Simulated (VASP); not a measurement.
# Ir (P6_3/mmc) in VASP: further runs, part 2 of 2

VASP 6.6.1.

### 4 Single point, LDA

This run uses another cell than the first one, of 14.56 Å³/atom.

Input file INCAR:

```
PREC = Accurate
ENCUT = 560
EDIFF = 1E-6
ISMEAR = 0
SIGMA = 0.15
LREAL = False
LASPH = True
NELM = 120
ALGO = Normal
ISIF = 2
LWAVE = False
LCHARG = True
GGA = CA
LELF = True
LVHAR = True
NBANDS = 24
GGA_COMPAT = False
```

Input file KPOINTS:

```
regular mesh
0
Gamma
  18 18 10
```

Input file POSCAR:

```
Ir
1.0
    2.7684000000      0.0000000000      0.0000000000
   -1.3842000000      2.3975047278      0.0000000000
    0.0000000000      0.0000000000      4.3862420605
Ir
2
Direct
    0.6666666667      0.3333333333      0.7500000000
    0.3333333333      0.6666666667      0.2500000000
```

The run is started by

```bash
$ cat potpaw_LDA.64/Ir_sv_GW/POTCAR > POTCAR
$ mpirun -np 1 vasp_std > vasp.out
```

Wall time 49 s (1 thread of Intel Xeon 6975P-C (Granite Rapids), shared host); peak memory 0.26 GiB.

Results (log left out):

* Free energy: -21.5986 eV
* Pressure: -16.5 GPa
* Band gap on the k mesh: zero (bands 17 and 18 overlap by 3.25 eV)

Stress tensor (GPa, compression positive):
```
-19.08   0.00   0.00
  0.00 -19.08   0.00
  0.00   0.00 -11.45
```

Levels at points of the mesh, in eV from the Fermi level:
```tsv
k point	band 13	band 14	band 15	band 16	band 17	band 18	band 19	band 20	band 21	band 22
(0.00, 0.00, 0.00)	-3.61	-3.06	-3.06	-2.52	-2.52	-0.49	0.22	0.22	7.11	13.65
(0.50, 0.00, 0.00)	-3.42	-3.33	-2.77	0.50	0.96	1.01	2.79	4.16	8.06	10.30
(0.00, 0.00, 0.50)	-3.92	-3.92	-3.92	-3.92	-0.48	-0.48	-0.48	-0.48	13.20	13.20
(0.50, 0.00, 0.50)	-2.19	-2.19	-0.95	-0.95	0.78	0.78	1.96	1.96	7.33	7.33
```

Caveat: the stress differs along the axes, from -19 to -11 GPa; spin-orbit coupling is left out, which moves the levels of the heavy elements.

### 5 Single point, LDA

This run uses another cell than the first one, of 14.72 Å³/atom.

Input file INCAR:

```
SYSTEM = Ir
  ALGO = Normal
  EDIFF = 1E-6
  ENCUT = 560
  GGA_COMPAT = .FALSE.
  ISIF = 2
  ISMEAR = 0
  LASPH = .TRUE.
  LCHARG = .TRUE.
  LELF = .TRUE.
  LREAL = .FALSE.
  LVHAR = .TRUE.
  LWAVE = .FALSE.
  NBANDS = 24
  NELM = 120
  PREC = Accurate
  SIGMA = 0.15
```

Input file KPOINTS:

```
k-points
0
G
  18 18 10
  0 0 0
```

Input file POSCAR:

```
Ir
1.0
    2.8315000000      0.0000000000      0.0000000000
   -1.4157500000      2.4521509308      0.0000000000
    0.0000000000      0.0000000000      4.2400000000
Ir
2
Direct
    0.6666666667      0.3333333333      0.7500000000
    0.3333333333      0.6666666667      0.2500000000
```

The run is started by

```bash
$ cat potpaw_LDA.64/Ir_sv_GW/POTCAR > POTCAR
$ mpirun -np 1 vasp_std > vasp.out
```

Wall time 2.6 min (1 thread of Intel Xeon Platinum 8259CL at 2.50GHz (Skylake/Cascade Lake), shared host); peak memory 0.26 GiB.

The run converged. Its results:

```
Free energy            : -21.4602 eV
Pressure               : -17.4 GPa
Band gap on the k mesh : zero (bands 17 and 18 overlap by 2.86 eV)
```

Stress tensor (GPa, compression positive):
```
-24.60   0.00   0.00
  0.00 -24.60   0.00
  0.00   0.00  -2.91
```

Levels at points of the mesh, in eV from the Fermi level:
| k point | band 13 | band 14 | band 15 | band 16 | band 17 | band 18 | band 19 | band 20 | band 21 | band 22 |
| --- | --- | --- | --- | --- | --- | --- | --- | --- | --- | --- |
| (0.00, 0.00, 0.00) | -3.03 | -2.96 | -2.96 | -2.95 | -2.95 | 0.11 | 0.19 | 0.19 | 7.74 | 13.42 |
| (0.50, 0.00, 0.00) | -3.59 | -3.00 | -2.39 | 0.10 | 0.70 | 1.22 | 2.51 | 3.75 | 8.30 | 10.14 |
| (0.00, 0.00, 0.50) | -4.10 | -4.10 | -3.90 | -3.90 | -0.43 | -0.43 | -0.43 | -0.43 | 13.08 | 13.08 |
| (0.50, 0.00, 0.50) | -2.41 | -2.41 | -0.99 | -0.99 | 0.48 | 0.48 | 1.84 | 1.84 | 7.11 | 7.11 |

Caveat: the stress differs along the axes, from -25 to -3 GPa; spin-orbit coupling is left out, which moves the levels of the heavy elements.

### 6 Single point, LDA

This run uses another cell than the first one, of 14.60 Å³/atom.

Input file INCAR:

```
  PREC = Accurate
  ENCUT = 560
  EDIFF = 1E-6
  ISMEAR = 0
  SIGMA = 0.15
  LREAL = F
  LASPH = T
  NELM = 120
  ALGO = Normal
  ISIF = 2
  LWAVE = F
  LCHARG = F
  GGA = CA
  NBANDS = 24
  GGA_COMPAT = F
```

Input file KPOINTS:

```
regular mesh
0
Gamma
  18 18 10
```

Input file POSCAR:

```
Ir
1.0
    2.7052686553      0.0000000000      0.0000000000
   -1.3526343277      2.3428313795      0.0000000000
    0.0000000000      0.0000000000      4.6056000000
Ir
2
Direct
    0.6666666667      0.3333333333      0.7500000000
    0.3333333333      0.6666666667      0.2500000000
```

Potentials or basis: VASP PAW LDA potentials, release 64 (Ir_sv_GW).

The run is started by

```bash
$ cat potpaw_LDA.64/Ir_sv_GW/POTCAR > POTCAR
$ mpirun -np 1 vasp_std > vasp.out
```

OUTCAR:

```text
PREC = Accurate
   ENCUT = 560
   EDIFF = 1E-6
   ISMEAR = 0
   LREAL = F
   LASPH = T
   NELM = 120
   ISIF = 2
   GGA = CA

 ion  position               nearest neighbor table
   1  0.667  0.333  0.750-   2 2.78   2 2.78   2 2.78   2 2.78   2 2.78   2 2.78
   2  0.333  0.667  0.250-   1 2.78   1 2.78   1 2.78   1 2.78   1 2.78   1 2.78

  LATTYP: Found a hexagonal cell.
 ALAT       =     2.7052686553
 C/A-ratio  =     1.7024556844

  Lattice vectors:

[... 835 lines left out ...]

 [... further k-points ...]

------------------------ aborting loop because EDIFF is reached ----------------------------------------

  FORCE on cell =-STRESS in cart. coord.  units (eV):
  Direction    XX          YY          ZZ          XY          YZ          ZX
  --------------------------------------------------------------------------------------
  -------------------------------------------------------------------------------------
  Total       -2.1138305     -2.1138305     -5.0300273      0.0000000      0.0000000      0.0000000
  in kB     -116.0227333   -116.0227333   -276.0852966      0.0000000      0.0000000      0.0000000
  external PRESSURE =    -169.3769211 kB  Pullay stress =       0.0000000 kB

 VOLUME and BASIS-vectors are now :
 -----------------------------------------------------------------------------
  energy-cutoff  :      560.00
  volume of cell :       29.19
      direct lattice vectors                 reciprocal lattice vectors
     2.705268655  0.000000000  0.000000000     0.369649054  0.213416981  0.000000000
    -1.352634328  2.342831380  0.000000000     0.000000000  0.426833962  0.000000000
     0.000000000  0.000000000  4.605600000     0.000000000  0.000000000  0.217126976

 POSITION                                       TOTAL-FORCE (eV/Angst)
 -----------------------------------------------------------------------------------
      1.35263      0.78094      3.45420        -0.000000      0.000000      0.000000
     -0.00000      1.56189      1.15140         0.000000     -0.000000      0.000000
 -----------------------------------------------------------------------------------
    total drift:                                0.000000     -0.000000      0.000000

  FREE ENERGIE OF THE ION-ELECTRON SYSTEM (eV)
  ---------------------------------------------------
  free  energy   TOTEN  =       -21.5520727745 eV

  energy  without entropy=      -21.5251363426  energy(sigma->0) =      -21.53860456
```

OSZICAR:

```text
N       E                     dE             d eps       ncg     rms          rms(c)
DAV:   1     0.355508150991E+03    0.35551E+03   -0.26151E+04 11264   0.163E+03
DAV:   2    -0.139093820098E+02   -0.36942E+03   -0.35821E+03 12864   0.514E+02
DAV:   3    -0.240694062663E+02   -0.10160E+02   -0.10091E+02 12912   0.840E+01
DAV:   4    -0.241089883424E+02   -0.39582E-01   -0.39573E-01 11864   0.574E+00
DAV:   5    -0.241091387311E+02   -0.15039E-03   -0.15038E-03 13040   0.321E-01    0.970E+01
DAV:   6    -0.217614668112E+02    0.23477E+01   -0.42721E+00 11592   0.154E+01    0.504E+01
DAV:   7    -0.215953810751E+02    0.16609E+00   -0.11316E+00 13016   0.730E+00    0.108E+01
DAV:   8    -0.215535085035E+02    0.41873E-01   -0.16336E-01 11320   0.371E+00    0.131E+00
DAV:   9    -0.215525164659E+02    0.99204E-03   -0.26953E-03 13064   0.407E-01    0.928E-01
DAV:  10    -0.215520746863E+02    0.44178E-03   -0.78242E-04 11608   0.329E-01    0.520E-01
DAV:  11    -0.215520729942E+02    0.16920E-05   -0.82294E-06 13016   0.294E-02    0.126E-01
DAV:  12    -0.215520727745E+02    0.21969E-06   -0.66045E-07  7104   0.699E-03
   1 F= -.21552073E+02 E0= -.21538605E+02  d E =-.269364E-01
```

stdout:

```text
POSCAR found type information on POSCAR Ir
 POSCAR found :  1 types and       2 ions
 scaLAPACK will be used
 LDA part: xc-table for (Slater(with rela. corr.)+CA(PZ))
 , standard interpolation
 POSCAR, INCAR and KPOINTS ok, starting setup
 FFT: planning ... GRIDC
 FFT: planning ... GRID_SOFT
 FFT: planning ... GRID
 WAVECAR not read
 entering main loop
```

It took 47 s on 1 thread of Intel Xeon 6975P-C (Granite Rapids), shared host; peak memory 0.26 GiB.

What came out:

| Quantity | Value |
| --- | --- |
| Free energy | -21.5521 eV |
| Pressure | -16.9 GPa |
| Band gap on the k mesh | zero (bands 17 and 18 overlap by 3.47 eV) |

Caveat: the stress differs along the axes, from -28 to -12 GPa; spin-orbit coupling is left out, which moves the levels of the heavy elements.

### 7 Summary

| cell | gap on the mesh (eV) | pressure (GPa) |
| --- | --- | --- |
| a = 2.579, b = 2.579, c = 4.386 Å, angles 90.0, 90.0, 120.0°, 2 atoms | none | 49.7 |
| a = 2.832, b = 2.831, c = 4.313 Å, angles 90.0, 90.0, 120.0°, 2 atoms | none | -23.3 |
| a = 2.768, b = 2.768, c = 4.386 Å, angles 90.0, 90.0, 120.0°, 2 atoms | none | -16.5 |
| a = 2.832, b = 2.831, c = 4.240 Å, angles 90.0, 90.0, 120.0°, 2 atoms | none | -17.4 |
| a = 2.705, b = 2.705, c = 4.606 Å, angles 90.0, 90.0, 120.0°, 2 atoms | none | -16.9 |

Alike in all rows: task single point; level LDA; potentials or basis VASP PAW LDA potentials, release 64 (Ir_sv_GW); no spin polarisation; k mesh 18 × 18 × 10; cutoff (eV) 560; smearing gaussian 0.15 eV.

Caveats: spin-orbit coupling is left out, which moves the levels of the heavy elements; the stress differs along the axes, from 31 to 59 GPa (at least some runs); the stress differs along the axes, from -29 to -12 GPa (at least some runs); the stress differs along the axes, from -19 to -11 GPa (at least some runs); the stress differs along the axes, from -25 to -3 GPa (at least some runs); the stress differs along the axes, from -28 to -12 GPa (at least some runs).

Total energies depend on the potentials used, so only differences within one code and one set of settings carry meaning.
